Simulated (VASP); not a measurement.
# WSe2 (P6_3/mmc) in VASP: further runs

WSe2 is run at these levels: PBEsol; tasks: single point.

Program: VASP 6.6.1. These are calculated values, not measurements. Logs are shortened: lines on timing, memory, paths and dates and some standing lists are left out, and cuts for length are marked.

## Step 1: The cell of the first run

Symmetry: P6_3/mmc, No. 194, hexagonal system. Conventional cell: a = 3.300 Å, b = 3.300 Å, c = 13.149 Å, α = 90.00°, β = 90.00°, γ = 120.00°. Within 3.3 Å of W (site symmetry -6m2) lie 6 Se at 2.53 Å and 6 W at 3.30 Å. Within 3.3 Å of Se (site symmetry 3m) lie 3 W at 2.53 Å and 6 Se at 3.30 Å.

## Step 2: Single point, PBEsol

Contents of INCAR:

```
  ALGO = Normal
  EDIFF = 1E-6
  ENCUT = 520
  GGA = PS
  ISIF = 2
  ISMEAR = 0
  LASPH = True
  LCHARG = True
  LELF = True
  LREAL = False
  LVHAR = True
  LWAVE = False
  NBANDS = 35
  NELM = 100
  PREC = Accurate
  SIGMA = 0.01
```

Contents of KPOINTS:

```
k-points
0
Gamma
  6 6 2
```

Contents of POSCAR:

```
WSe2
1.0
    3.2996674443      0.0000000000      0.0000000000
   -1.6498337221      2.8575958308      0.0000000000
    0.0000000000      0.0000000000     13.1487009308
W Se
2 4
Direct
    0.3333333333      0.6666666667      0.2500000000
    0.6666666667      0.3333333333      0.7500000000
    0.6666666667      0.3333333333      0.3766602599
    0.6666666667      0.3333333333      0.1233397401
    0.3333333333      0.6666666667      0.8766602599
    0.3333333333      0.6666666667      0.6233397401
```

Potentials or basis: VASP PAW PBE potentials, release 64 (W_sv, Se).

Launch:

```sh
> cat potpaw_PBE.64/W_sv/POTCAR potpaw_PBE.64/Se/POTCAR > POTCAR
> mpirun -np 1 vasp_std > vasp.out
```

OUTCAR:

```text
EDIFF = 1E-6
   ENCUT = 520
   GGA = PS
   ISIF = 2
   ISMEAR = 0
   LASPH = True
   LREAL = False
   NELM = 100
   PREC = Accurate

 ion  position               nearest neighbor table
   1  0.333  0.667  0.250-   3 2.53   4 2.53   3 2.53   4 2.53   3 2.53   4 2.53
   2  0.667  0.333  0.750-   5 2.53   6 2.53   5 2.53   6 2.53   5 2.53   6 2.53
   3  0.667  0.333  0.377-   1 2.53   1 2.53   1 2.53
   4  0.667  0.333  0.123-   1 2.53   1 2.53   1 2.53
   5  0.333  0.667  0.877-   2 2.53   2 2.53   2 2.53
   6  0.333  0.667  0.623-   2 2.53   2 2.53   2 2.53

  LATTYP: Found a hexagonal cell.
 ALAT       =     3.2996674443
 C/A-ratio  =     3.9848563992

  Lattice vectors:

 A1 = (   3.2996674443,   0.0000000000,   0.0000000000)
 A2 = (  -1.6498337221,   2.8575958308,   0.0000000000)
 A3 = (   0.0000000000,   0.0000000000,  13.1487009308)

Analysis of symmetry for initial positions (statically):
=====================================================================
 Subroutine PRICEL returns:
 Original cell was already a primitive cell.

 Routine SETGRP: Setting up the symmetry group for a
 hexagonal supercell.

 Subroutine GETGRP returns: Found 24 space group operations
 (whereof 12 operations were pure point group operations)
 out of a pool of 24 trial point group operations.

The static configuration has the point symmetry D_3d.
 The point group associated with its full space group is D_6h.

Analysis of symmetry for dynamics (positions and initial velocities):
=====================================================================
 Subroutine PRICEL returns:
 Original cell was already a primitive cell.

 Routine SETGRP: Setting up the symmetry group for a
 hexagonal supercell.

 Subroutine GETGRP returns: Found 24 space group operations
 (whereof 12 operations were pure point group operations)
 out of a pool of 24 trial point group operations.

The dynamic configuration has the point symmetry D_3d.
 The point group associated with its full space group is D_6h.

 Subroutine INISYM returns: Found 24 space group operations
 (whereof 12 operations are pure point group operations),
 and found     1 'primitive' translations

----------------------------------------------------------------------------------------

                                     Primitive cell

  volume of cell :     123.9806

  direct lattice vectors                    reciprocal lattice vectors
     3.299667444  0.000000000  0.000000000     0.303060844  0.174972260  0.000000000
    -1.649833722  2.857595831  0.000000000     0.000000000  0.349944520  0.000000000
     0.000000000  0.000000000 13.148700931     0.000000000  0.000000000  0.076053141

  length of vectors
     3.299667444  3.299667444 13.148700931     0.349944520  0.349944520  0.076053141

  position of ions in fractional coordinates (direct lattice)
     0.333333333  0.666666667  0.250000000
     0.666666667  0.333333333  0.750000000
     0.666666667  0.333333333  0.376660260
     0.666666667  0.333333333  0.123339740
     0.333333333  0.666666667  0.876660260
     0.333333333  0.666666667  0.623339740

  ion indices of the primitive-cell ions
   primitive index   ion index
                 1           1
                 2           2
                 3           3
                 4           4
                 5           5
                 6           6

----------------------------------------------------------------------------------------

 KPOINTS: k-points

Automatic generation of k-mesh.
 Grid dimensions read from file:
 generate k-points for:    6    6    2

 Generating k-lattice:

  Cartesian coordinates                     Fractional coordinates (reciprocal lattice)
     0.050510141  0.029162043  0.000000000     0.166666667 -0.000000000  0.000000000
     0.000000000  0.058324087  0.000000000     0.000000000  0.166666667  0.000000000
     0.000000000  0.000000000  0.038026570     0.000000000  0.000000000  0.500000000

  Length of vectors
     0.058324087  0.058324087  0.038026570

  Shift w.r.t. Gamma in fractional coordinates (k-lattice)
     0.000000000  0.000000000  0.000000000

 Subroutine IBZKPT returns following result:
 ===========================================

 Found     14 irreducible k-points:

 Following reciprocal coordinates:
            Coordinates               Weight
  0.000000  0.000000  0.000000      1.000000
  0.166667 -0.000000  0.000000      6.000000
  0.333333  0.000000  0.000000      6.000000
  0.500000 -0.000000  0.000000      3.000000
  0.166667  0.166667  0.000000      6.000000
  0.333333  0.166667  0.000000     12.000000
  0.333333  0.333333  0.000000      2.000000
  0.000000  0.000000  0.500000      1.000000
  0.166667 -0.000000  0.500000      6.000000
  0.333333  0.000000  0.500000      6.000000
  0.500000 -0.000000  0.500000      3.000000
  0.166667  0.166667  0.500000      6.000000
  0.333333  0.166667  0.500000     12.000000
  0.333333  0.333333  0.500000      2.000000
   k-points           NKPTS =     14   k-points in BZ     NKDIM =     14   number of bands    NBANDS=     35
   number of dos      NEDOS =    301   number of ions     NIONS =      6
   total plane-waves  NPLWV =  76832
   dimension x,y,z NGX =    28 NGY =   28 NGZ =   98
   dimension x,y,z NGXF=    56 NGYF=   56 NGZF=  196
   ions per type =               2   4
   NGX,Y,Z   is equivalent  to a cutoff of  14.11, 14.11, 12.39 a.u.
   NGXF,Y,Z  is equivalent  to a cutoff of  28.21, 28.21, 24.78 a.u.
 SYSTEM =  unknown system
   PREC   = accura    normal or accurate (medium, high low for compatibility)
   ISTART =      0    job   : 0-new  1-cont  2-samecut
   ICHARG =      2    charge: 1-file 2-atom 10-const
   ISPIN  =      1    spin polarized calculation?
   LNONCOLLINEAR =      F non collinear calculations
   LSORBIT =      F    spin-orbit coupling
   LASPH  =      T    aspherical Exc in radial PAW
   ENCUT  =  520.0 eV  38.22 Ry    6.18 a.u.   6.14  6.14 24.45*2*pi/ulx,y,z
   NELM   =    100;   NELMIN=  2; NELMDL= -5     # of ELM steps
   EDIFF  = 0.1E-05   stopping-criterion for ELM
   LREAL  =      F    real-space projection
   EDIFFG = 0.1E-04   stopping-criterion for IOM
   NSW    =      0    number of steps for IOM
   IBRION =     -1    ionic relax: 0-MD 1-quasi-New 2-CG
   NFREE  =      0    steps in history (QN), initial steepest desc. (CG)
   ISIF   =      2    stress and relaxation
   ISYM   =      2    0-nonsym 1-usesym 2-fastsym
   POTIM  = 0.5000    time-step for ionic-motion
   TEBEG  =    0.0;   TEEND  =   0.0 temperature during run
   PSTRESS=    0.0 pullay stress
   NELECT =      52.0000    total number of electrons
   NUPDOWN=      -1.0000    fix difference up-down
   EMIN   =  10.00;   EMAX   =-10.00  energy-range for DOS
   EFERMI =   0.00;   METHOD = LEGACY
   ISMEAR =     0;   SIGMA  =   0.01  broadening in eV -4-tet -1-fermi 0-gaus
   EFERMI_NEDOS =   21; number of points for ismear=-14 and -15
   IALGO  =     38    algorithm
   IMIX   =      4    mixing-type and parameters
     AMIX     =   0.40;   BMIX     =  1.00
     AMIX_MAG =   1.60;   BMIX_MAG =  1.00
  volume/ion in A,a.u.               =      20.66       139.44
  Fermi-wavevector in a.u.,A,eV,Ry     =   1.225438  2.315742 20.431845  1.501698
  Thomas-Fermi vector in A             =   2.360476
   LORBIT       =      0    0 simple, 1 ext, 2 COOP (PROOUT), +10 PAW based schemes
   GGA     = PS    functional components
   LHFCALC =     F    Hartree Fock is set to
   AEXX    =    0.0000 exact exchange contribution
   IVDW    =     0    specifies the selected vdW correction
   LEPSILON=     F    determine dielectric tensor
   LRPA    =     F    only Hartree local field effects (RPA)
 non-spin polarized calculation
 Gauss-broadening in eV      SIGMA  =   0.01
  energy-cutoff  :      520.00
  volume of cell :      123.98
 maximum number of plane-waves:      3378
 NGX is ok and might be reduce to    28
   NGX = 13   NGY = 13   NGZ = 49

 number of electron      51.9999996 magnetization

 Free energy of the ion-electron system (eV)
  ---------------------------------------------------
  ext. energy  EPLUGINS =         0.00000000
  ---------------------------------------------------
  free energy    TOTEN  =       -46.53699094 eV

  energy without entropy =      -46.53699094  energy(sigma->0) =      -46.53699094

 E-fermi :   5.9877     XC(G=0): -10.7801

 val. band max:        5.8990457564   @ k =   0.0000   0.0000   0.0000
 cond. band min:       6.9032478481   @ k =   0.1667   0.1667   0.0000
 fundamental gap:      1.0042020918
 Fermi energy:         5.9877476748

 k-point     1 :       0.0000    0.0000    0.0000
  band No.  band energies     occupation
      1     -68.3798      2.00000
      2     -68.3798      2.00000
      3     -32.6267      2.00000
      4     -32.6267      2.00000
      5     -32.5012      2.00000
      6     -32.5012      2.00000
[... 27 lines left out ...]
     34       8.8539      0.00000
     35      10.2466      0.00000

 k-point     2 :       0.1667   -0.0000    0.0000
  band No.  band energies     occupation
      1     -68.3773      2.00000
      2     -68.3773      2.00000
      3     -32.6156      2.00000
      4     -32.6156      2.00000
      5     -32.5588      2.00000
      6     -32.5588      2.00000
[... 27 lines left out ...]
     34       9.2434      0.00000
     35      11.8213      0.00000

 k-point     3 :       0.3333    0.0000    0.0000
  band No.  band energies     occupation
      1     -68.3723      2.00000
      2     -68.3723      2.00000
      3     -32.6721      2.00000
      4     -32.6721      2.00000
      5     -32.5935      2.00000
      6     -32.5935      2.00000
[... 27 lines left out ...]
     34      10.0480      0.00000
     35      11.2489      0.00000

 k-point     4 :       0.5000   -0.0000    0.0000
  band No.  band energies     occupation
      1     -68.3699      2.00000
      2     -68.3698      2.00000
      3     -32.7279      2.00000
      4     -32.7279      2.00000
      5     -32.5824      2.00000
      6     -32.5823      2.00000
[... 27 lines left out ...]
     34       9.9963      0.00000
     35      10.2260      0.00000

 k-point     5 :       0.1667    0.1667    0.0000
  band No.  band energies     occupation
      1     -68.3736      2.00000
      2     -68.3736      2.00000
      3     -32.6334      2.00000
      4     -32.6334      2.00000
      5     -32.5990      2.00000
      6     -32.5990      2.00000
[... 258 lines left out ...]
 k-point    12 :       0.1667    0.1667    0.5000
  band No.  band energies     occupation
      1     -68.3736      2.00000
      2     -68.3736      2.00000
      3     -32.6334      2.00000
      4     -32.6334      2.00000
      5     -32.5990      2.00000
      6     -32.5990      2.00000
[... 27 lines left out ...]
     34       9.9298      0.00000
     35      12.7927      0.00000

 k-point    13 :       0.3333    0.1667    0.5000
  band No.  band energies     occupation
      1     -68.3698      2.00000
      2     -68.3698      2.00000
      3     -32.6996      2.00000
      4     -32.6996      2.00000
      5     -32.5841      2.00000
      6     -32.5841      2.00000
[... 27 lines left out ...]
     34       9.9697      0.00000
     35      11.3386      0.00000

 k-point    14 :       0.3333    0.3333    0.5000
  band No.  band energies     occupation
      1     -68.3686      2.00000
      2     -68.3686      2.00000
      3     -32.6716      2.00000
      4     -32.6716      2.00000
      5     -32.6473      2.00000
      6     -32.6473      2.00000
[... 27 lines left out ...]
     34      10.2686      0.00000
     35      11.9705      0.00000

------------------------ aborting loop because EDIFF is reached ----------------------------------------

  FORCE on cell =-STRESS in cart. coord.  units (eV):
  Direction    XX          YY          ZZ          XY          YZ          ZX
  --------------------------------------------------------------------------------------
  -------------------------------------------------------------------------------------
  Total       -1.3136885     -1.3136885      0.1785077     -0.0000000      0.0000000     -0.0000000
  in kB      -16.9765386    -16.9765386      2.3068196     -0.0000000      0.0000000     -0.0000000
  external PRESSURE =     -10.5487525 kB  Pullay stress =       0.0000000 kB

 VOLUME and BASIS-vectors are now :
 -----------------------------------------------------------------------------
  energy-cutoff  :      520.00
  volume of cell :      123.98
      direct lattice vectors                 reciprocal lattice vectors
     3.299667444  0.000000000  0.000000000     0.303060844  0.174972260  0.000000000
    -1.649833722  2.857595831  0.000000000     0.000000000  0.349944520  0.000000000
     0.000000000  0.000000000 13.148700931     0.000000000  0.000000000  0.076053141

 POSITION                                       TOTAL-FORCE (eV/Angst)
 -----------------------------------------------------------------------------------
     -0.00000      1.90506      3.28718         0.000000      0.000000      0.000000
      1.64983      0.95253      9.86153        -0.000000     -0.000000      0.000000
      1.64983      0.95253      4.95259         0.000000      0.000000      0.024531
      1.64983      0.95253      1.62176         0.000000      0.000000     -0.024531
     -0.00000      1.90506     11.52694         0.000000     -0.000000      0.024531
     -0.00000      1.90506      8.19611        -0.000000     -0.000000     -0.024531
 -----------------------------------------------------------------------------------
    total drift:                               -0.000000      0.000000     -0.000000

  FREE ENERGIE OF THE ION-ELECTRON SYSTEM (eV)
  ---------------------------------------------------
  free  energy   TOTEN  =       -46.5369909422 eV

  energy  without entropy=      -46.5369909422  energy(sigma->0) =      -46.53699094
```

Run time: 55 s. Hardware: 1 thread of Intel Xeon Platinum 8559C (Emerald Rapids), shared host; peak memory 0.27 GiB.

What came out:

```
Free energy            : -46.5370 eV
Pressure               : -1.1 GPa
Largest force          : 0.025 eV/Å
Band gap on the k mesh : 1.00 eV, indirect (least direct gap 1.48 eV)
```

Forces on the atoms (eV/Å):
```
W    0.000  0.000  0.000
W    0.000  0.000  0.000
Se   0.000  0.000  0.025
Se   0.000  0.000 -0.025
Se   0.000  0.000  0.025
Se   0.000  0.000 -0.025
```

Stress tensor (GPa, compression positive):
```
-1.70  0.00  0.00
 0.00 -1.70  0.00
 0.00  0.00  0.23
```

Caveat: the PAW data sets were made with another functional, which shifts forces and pressure a little; spin-orbit coupling is left out, which moves the levels of the heavy elements; this functional lacks dispersion, which binds the layers, so the pressure and a relaxed spacing across them are unreliable. A k mesh can miss the band edges.

## Step 3: Single point, PBEsol

Contents of INCAR:

```
SYSTEM = WSe2
PREC = Accurate
ENCUT = 520
EDIFF = 1E-6
ISMEAR = -1
SIGMA = 0.05
LREAL = .FALSE.
LASPH = .TRUE.
NELM = 100
ALGO = Normal
ISIF = 2
LWAVE = .FALSE.
LCHARG = .FALSE.
GGA = PS
NBANDS = 35
```

Contents of KPOINTS:

```
regular mesh
0
G
  6 6 2
  0 0 0
```

POSCAR is that of step 2.

Potentials or basis: VASP PAW PBE potentials, release 64 (W_sv, Se).

Launch:

```sh
> cat potpaw_PBE.64/W_sv/POTCAR potpaw_PBE.64/Se/POTCAR > POTCAR
> mpirun -np 1 vasp_std > vasp.out
```

It took 54 s on 1 thread of Intel Xeon Platinum 8559C (Emerald Rapids), shared host; peak memory 0.27 GiB.

The run converged. Its results:

- Free energy: -46.5370 eV
- Pressure: -1.1 GPa
- Largest force: 0.025 eV/Å
- Band gap on the k mesh: 1.00 eV, indirect (least direct gap 1.48 eV)

Forces in eV/Å, atoms in the order of the input:
```
W    0.000  0.000  0.000
W    0.000  0.000  0.000
Se   0.000  0.000  0.025
Se   0.000  0.000 -0.025
Se   0.000  0.000  0.025
Se   0.000  0.000 -0.025
```

Stress tensor (GPa, compression positive):
```
-1.70  0.00  0.00
 0.00 -1.70  0.00
 0.00  0.00  0.23
```

Levels at points of the mesh, in eV from the valence-band top:
| k point | band 23 | band 24 | band 25 | band 26 | band 27 | band 28 | band 29 | band 30 |
| --- | --- | --- | --- | --- | --- | --- | --- | --- |
| (0.00, 0.00, 0.00) | -1.53 | -1.13 | -1.05 | 0.00 | 2.64 | 2.64 | 2.68 | 2.68 |
| (0.50, 0.00, 0.00) | -1.40 | -1.34 | -1.26 | -1.14 | 2.09 | 2.13 | 2.31 | 2.61 |
| (0.00, 0.00, 0.50) | -1.55 | -1.55 | -0.22 | -0.22 | 2.65 | 2.65 | 2.65 | 2.65 |
| (0.50, 0.00, 0.50) | -1.32 | -1.32 | -1.24 | -1.24 | 2.11 | 2.11 | 2.49 | 2.49 |

Caveat: the PAW data sets were made with another functional, which shifts forces and pressure a little; spin-orbit coupling is left out, which moves the levels of the heavy elements; this functional lacks dispersion, which binds the layers, so the pressure and a relaxed spacing across them are unreliable. A k mesh can miss the band edges.
